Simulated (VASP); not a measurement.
# SiC in VASP: single point with PBE

Aim: the single point of SiC with PBE.

All numbers are computed with VASP 6.6.1; they aren't measurements. Logs are shortened: lines on timing, memory, paths and dates and some standing lists are left out, and cuts for length are marked.

## Step 1: The cell of the first run

The cell holds a wire or tube with vacuum around it, 12 atoms: a = 14.500 Å, b = 14.800 Å, c = 4.519 Å, α = 90.00°, β = 90.00°, γ = 90.00°.

## Step 2: Single point, PBE, collinear spin

Contents of INCAR:

```
SYSTEM = SiC
PREC = Accurate ; ENCUT = 520
EDIFF = 1E-6 ; ISMEAR = 0
SIGMA = 0.05 ; LREAL = .False.
LASPH = .True. ; NELM = 150
ALGO = Normal ; ISIF = 2
LWAVE = .False. ; LCHARG = .False.
ISPIN = 2 ; MAGMOM = 0.3 0.3 0.3 0.3 0.3 0.3 0.3 0.3 0.3 0.3 0.3 0.3
LORBIT = 11 ; GGA = PE
NBANDS = 40
```

Contents of KPOINTS:

```
Automatic mesh
0
Gamma
  1 1 8
  0 0 0
```

Contents of POSCAR:

```
SiC
1.0
   14.5000000000      0.0000000000      0.0000000000
    0.0000000000     14.8000000000      0.0000000000
    0.0000000000      0.0000000000      4.5185874790
Si C
6 6
Direct
    0.5435175834      0.5422707522     -0.0001465039
    0.5251725908      0.3993923047      0.4400407700
    0.5262993639      0.6697131427      0.5467578867
    0.3975257845      0.5255126698      0.4400248588
    0.6735989224      0.5243532211      0.5467519271
    0.3981850713      0.4010977228      0.0338555022
    0.6190379082      0.6156548536      0.7629978209
    0.3135787686      0.4632791154      0.2362359162
    0.6122162763      0.4679067507      0.2562187606
    0.4609591342      0.3176924601      0.2361696634
    0.4681161124      0.6102389888      0.2560062129
    0.4617924840      0.4628880180      0.7450871853
```

Potentials or basis: VASP PAW PBE potentials, release 64 (Si, C).

Run with:

```console
cat potpaw_PBE.64/Si/POTCAR potpaw_PBE.64/C/POTCAR > POTCAR
mpirun -np 1 vasp_std > vasp.out
```

OUTCAR:

```text
SYSTEM = SiC
   PREC = Accurate
   ENCUT = 520
   EDIFF = 1E-6
   ISMEAR = 0
   LREAL = .False.
   LASPH = .True.
   NELM = 150
   ISIF = 2
   ISPIN = 2
   LORBIT = 11
   GGA = PE

 ion  position               nearest neighbor table
   1  0.544  0.542  1.000-   7 1.88   9 1.88  11 1.88  12 2.03   3 2.79   5 2.80   2 2.92   4 2.92
                             6 2.97   3 3.12   5 3.12
   2  0.525  0.399  0.440-  10 1.78   9 1.82  12 1.90   6 2.60   4 2.63   5 2.88   1 2.92
   3  0.526  0.670  0.547-  11 1.79   7 1.84   1 2.79   4 2.88   5 3.03   1 3.12
   4  0.398  0.526  0.440-   8 1.78  11 1.82  12 1.90   6 2.60   2 2.63   3 2.88   1 2.92
   5  0.674  0.524  0.547-   9 1.79   7 1.85   1 2.80   2 2.88   3 3.03   1 3.12
   6  0.398  0.401  0.034-  10 1.79   8 1.79  12 1.84   4 2.60   2 2.60   1 2.97
   7  0.619  0.616  0.763-   3 1.84   5 1.85   1 1.88
   8  0.314  0.463  0.236-   4 1.78   6 1.79
   9  0.612  0.468  0.256-   5 1.79   2 1.82   1 1.88
  10  0.461  0.318  0.236-   2 1.78   6 1.79
  11  0.468  0.610  0.256-   3 1.79   4 1.82   1 1.88
  12  0.462  0.463  0.745-   6 1.84   4 1.90   2 1.90   1 2.03

  LATTYP: Found a simple orthorhombic cell.
 ALAT       =     4.5185874790
 B/A-ratio  =     3.2089674190
 C/A-ratio  =     3.2753598484

  Lattice vectors:

 A1 = (   0.0000000000,   0.0000000000,   4.5185874790)
 A2 = (  14.5000000000,   0.0000000000,   0.0000000000)
 A3 = (   0.0000000000,  14.8000000000,   0.0000000000)

Analysis of symmetry for initial positions (statically):
=====================================================================
 Subroutine PRICEL returns:
 Original cell was already a primitive cell.

 Routine SETGRP: Setting up the symmetry group for a
 simple orthorhombic supercell.

 Subroutine GETGRP returns: Found  1 space group operations
 (whereof  1 operations were pure point group operations)
 out of a pool of  8 trial point group operations.

The static configuration has the point symmetry C_1 .

Analysis of symmetry for dynamics (positions and initial velocities):
=====================================================================
 Subroutine PRICEL returns:
 Original cell was already a primitive cell.

 Routine SETGRP: Setting up the symmetry group for a
 simple orthorhombic supercell.

 Subroutine GETGRP returns: Found  1 space group operations
 (whereof  1 operations were pure point group operations)
 out of a pool of  8 trial point group operations.

The dynamic configuration has the point symmetry C_1 .

Analysis of structural, dynamic, and magnetic symmetry:
=====================================================================
 Subroutine PRICEL returns:
 Original cell was already a primitive cell.

 Routine SETGRP: Setting up the symmetry group for a
 simple orthorhombic supercell.

 Subroutine GETGRP returns: Found  1 space group operations
 (whereof  1 operations were pure point group operations)
 out of a pool of  8 trial point group operations.

The overall configuration has the point symmetry C_1 .

 Subroutine INISYM returns: Found  1 space group operations
 (whereof  1 operations are pure point group operations),
 and found     1 'primitive' translations

----------------------------------------------------------------------------------------

                                     Primitive cell

  volume of cell :     969.6889

  direct lattice vectors                    reciprocal lattice vectors
    14.500000000  0.000000000  0.000000000     0.068965517  0.000000000  0.000000000
     0.000000000 14.800000000  0.000000000     0.000000000  0.067567568  0.000000000
     0.000000000  0.000000000  4.518587479     0.000000000  0.000000000  0.221308098

  length of vectors
    14.500000000 14.800000000  4.518587479     0.068965517  0.067567568  0.221308098

  position of ions in fractional coordinates (direct lattice)
     0.543517583  0.542270752  0.999853496
     0.525172591  0.399392305  0.440040770
     0.526299364  0.669713143  0.546757887
     0.397525784  0.525512670  0.440024859
     0.673598922  0.524353221  0.546751927
[... 72 lines left out ...]
   ENCUT  =  520.0 eV  38.22 Ry    6.18 a.u.  26.96 27.52  8.40*2*pi/ulx,y,z
   NELM   =    150;   NELMIN=  2; NELMDL= -5     # of ELM steps
   EDIFF  = 0.1E-05   stopping-criterion for ELM
   LREAL  =      F    real-space projection
   EDIFFG = 0.1E-04   stopping-criterion for IOM
   NSW    =      0    number of steps for IOM
   IBRION =     -1    ionic relax: 0-MD 1-quasi-New 2-CG
   NFREE  =      0    steps in history (QN), initial steepest desc. (CG)
   ISIF   =      2    stress and relaxation
   ISYM   =      2    0-nonsym 1-usesym 2-fastsym
   POTIM  = 0.5000    time-step for ionic-motion
   TEBEG  =    0.0;   TEEND  =   0.0 temperature during run
   PSTRESS=    0.0 pullay stress
   NELECT =      48.0000    total number of electrons
   NUPDOWN=      -1.0000    fix difference up-down
   EMIN   =  10.00;   EMAX   =-10.00  energy-range for DOS
   EFERMI =   0.00;   METHOD = LEGACY
   ISMEAR =     0;   SIGMA  =   0.05  broadening in eV -4-tet -1-fermi 0-gaus
   EFERMI_NEDOS =   21; number of points for ismear=-14 and -15
   IALGO  =     38    algorithm
   IMIX   =      4    mixing-type and parameters
     AMIX     =   0.40;   BMIX     =  1.00
     AMIX_MAG =   1.60;   BMIX_MAG =  1.00
  volume/ion in A,a.u.               =      80.81       545.32
  Fermi-wavevector in a.u.,A,eV,Ry     =   0.601097  1.135908  4.916022  0.361317
  Thomas-Fermi vector in A             =   1.653203
   LORBIT       =     11    0 simple, 1 ext, 2 COOP (PROOUT), +10 PAW based schemes
   GGA     = PE    functional components
   LHFCALC =     F    Hartree Fock is set to
   AEXX    =    0.0000 exact exchange contribution
   IVDW    =     0    specifies the selected vdW correction
   LEPSILON=     F    determine dielectric tensor
   LRPA    =     F    only Hartree local field effects (RPA)
 spin polarized calculation
 Gauss-broadening in eV      SIGMA  =   0.05
  energy-cutoff  :      520.00
  volume of cell :      969.69
 maximum number of plane-waves:     26165
 NGX is ok and might be reduce to   108
   NGX = 53   NGY = 55   NGZ = 17

 number of electron      47.9999999 magnetization      -0.0000307

 number of electron      47.9999999 magnetization       0.0000932

 Free energy of the ion-electron system (eV)
  ---------------------------------------------------
  ext. energy  EPLUGINS =         0.00000000
  ---------------------------------------------------
  free energy    TOTEN  =       -71.51302384 eV

  energy without entropy =      -71.51291902  energy(sigma->0) =      -71.51297143

 E-fermi :  -3.4624     XC(G=0):  -2.5358

 val. band max:       -3.5655561999   @ k =   0.0000   0.0000   0.5000
 cond. band min:      -3.3512755461   @ k =   0.0000   0.0000   0.0000
 fundamental gap:      0.2142806538
 Fermi energy:        -3.4623896734

 spin component 1

 k-point     1 :       0.0000    0.0000    0.0000
  band No.  band energies     occupation
      1     -18.4616      1.00000
      2     -16.7129      1.00000
      3     -15.7917      1.00000
      4     -14.6879      1.00000
      5     -14.4413      1.00000
      6     -14.2837      1.00000
[... 184 lines left out ...]
     35       2.1641      0.00000
     36       2.5570      0.00000
 Fermi energy:        -3.4623896734

 spin component 2

 k-point     1 :       0.0000    0.0000    0.0000
  band No.  band energies     occupation
      1     -18.4616      1.00000
      2     -16.7129      1.00000
      3     -15.7917      1.00000
      4     -14.6879      1.00000
      5     -14.4413      1.00000
      6     -14.2837      1.00000
[... 184 lines left out ...]
     35       2.1642      0.00000
     36       2.5583      0.00000
 [bands above 36 left out]

------------------------ aborting loop because EDIFF is reached ----------------------------------------

  FORCE on cell =-STRESS in cart. coord.  units (eV):
  Direction    XX          YY          ZZ          XY          YZ          ZX
  --------------------------------------------------------------------------------------
  -------------------------------------------------------------------------------------
  Total       -0.9059995     -0.9097492      1.1300782      0.5883457      0.3278488      0.3285449
  in kB       -1.4969460     -1.5031415      1.8671820      0.9720996      0.5416911      0.5428413
  external PRESSURE =      -0.3776351 kB  Pullay stress =       0.0000000 kB

 VOLUME and BASIS-vectors are now :
 -----------------------------------------------------------------------------
  energy-cutoff  :      520.00
  volume of cell :      969.69
      direct lattice vectors                 reciprocal lattice vectors
    14.500000000  0.000000000  0.000000000     0.068965517  0.000000000  0.000000000
     0.000000000 14.800000000  0.000000000     0.000000000  0.067567568  0.000000000
     0.000000000  0.000000000  4.518587479     0.000000000  0.000000000  0.221308098

 POSITION                                       TOTAL-FORCE (eV/Angst)
 -----------------------------------------------------------------------------------
      7.88100      8.02561      4.51793        -0.068438     -0.065648     -0.122204
      7.61500      5.91101      1.98836        -0.192210      0.025009      0.113306
      7.63134      9.91175      2.47057         0.027875      0.002090      0.045064
      5.76412      7.77759      1.98829         0.022000     -0.193470      0.112739
      9.76718      7.76043      2.47055        -0.001318      0.028086      0.045874
      5.77368      5.93625      0.15298         0.114141      0.112791     -0.111950
      8.97605      9.11169      3.44767         0.021699      0.018537      0.051791
      4.54689      6.85653      1.06745         0.221188     -0.178909     -0.067821
      8.87714      6.92502      1.15775        -0.034017      0.025084     -0.033951
      6.68391      4.70185      1.06715        -0.177703      0.221734     -0.067360
      6.78768      9.03154      1.15679         0.025580     -0.035385     -0.031043
      6.69599      6.85074      3.36674         0.041204      0.040081      0.065556
 -----------------------------------------------------------------------------------
    total drift:                                0.000151     -0.000209      0.000002

  FREE ENERGIE OF THE ION-ELECTRON SYSTEM (eV)
  ---------------------------------------------------
  free  energy   TOTEN  =       -71.5130238429 eV

  energy  without entropy=      -71.5129190179  energy(sigma->0) =      -71.51297143

 total charge

# of ion       s       p       d       tot
------------------------------------------
    1        0.700   0.891   0.000   1.591
    2        0.745   0.928   0.000   1.673
    3        0.838   0.800   0.000   1.638
    4        0.745   0.928   0.000   1.673
    5        0.839   0.799   0.000   1.638
    6        0.739   0.961   0.000   1.700
    7        0.905   1.508   0.000   2.413
    8        0.921   1.404   0.000   2.325
    9        0.877   1.583   0.000   2.460
   10        0.921   1.404   0.000   2.325
   11        0.877   1.583   0.000   2.460
   12        0.861   1.618   0.000   2.479
--------------------------------------------------
tot          9.968  14.408   0.000  24.376

 magnetization (x)

# of ion       s       p       d       tot
------------------------------------------
    1        0.000  -0.000   0.000   0.000
    2        0.000   0.000   0.000   0.000
    3       -0.000  -0.000   0.000  -0.000
    4        0.000   0.000   0.000   0.000
    5        0.000   0.000   0.000   0.000
    6        0.000   0.000   0.000   0.000
    7       -0.000  -0.000   0.000  -0.000
    8       -0.000   0.000   0.000   0.000
    9       -0.000  -0.000   0.000  -0.000
   10       -0.000  -0.000   0.000  -0.000
   11       -0.000  -0.000   0.000  -0.000
   12       -0.000  -0.000   0.000  -0.000
--------------------------------------------------
tot         -0.000  -0.000   0.000  -0.000
```

Run time: 15 min. Hardware: 1 thread of Intel Xeon Platinum 8488C (Sapphire Rapids), shared host; peak memory 1.3 GiB.

Results:

```
Free energy                                           : -71.5130 eV
Largest force                                         : 0.292 eV/Å
Band gap on the k mesh                                : 0.21 eV (least direct gap 0.29 eV)
Net moment                                            : 0.00 μB per cell
Valence electrons inside the program's atomic spheres : Si 1.59, 1.67, 1.64, 1.70 (each value once); C 2.41, 2.33, 2.46, 2.48 (each value once)
```

Forces on the atoms (eV/Å):
```
Si  -0.068 -0.066 -0.122
Si  -0.192  0.025  0.113
Si   0.028  0.002  0.045
Si   0.022 -0.193  0.113
Si  -0.001  0.028  0.046
Si   0.114  0.113 -0.112
C    0.022  0.019  0.052
C    0.221 -0.179 -0.068
C   -0.034  0.025 -0.034
C   -0.178  0.222 -0.067
C    0.026 -0.035 -0.031
C    0.041  0.040  0.066
```

Levels at points of the mesh, in eV from the valence-band top:
Spin up:
| k point | band 20 | band 21 | band 22 | band 23 | band 24 | band 25 | band 26 | band 27 | band 28 | band 29 |
| --- | --- | --- | --- | --- | --- | --- | --- | --- | --- | --- |
| (0.00, 0.00, 0.00) | -1.17 | -1.08 | -0.92 | -0.53 | -0.41 | 0.21 | 0.65 | 0.69 | 1.41 | 2.29 |
| (0.00, 0.00, 0.50) | -1.10 | -0.96 | -0.73 | -0.58 | 0.00 | 0.29 | 0.58 | 0.76 | 2.04 | 2.40 |
Spin down:
```tsv
k point	band 21	band 22	band 23	band 24	band 25	band 26	band 27	band 28
(0.00, 0.00, 0.00)	-1.08	-0.92	-0.53	-0.41	0.21	0.65	0.69	1.41
(0.00, 0.00, 0.50)	-0.96	-0.73	-0.58	0.00	0.29	0.58	0.76	2.04
```
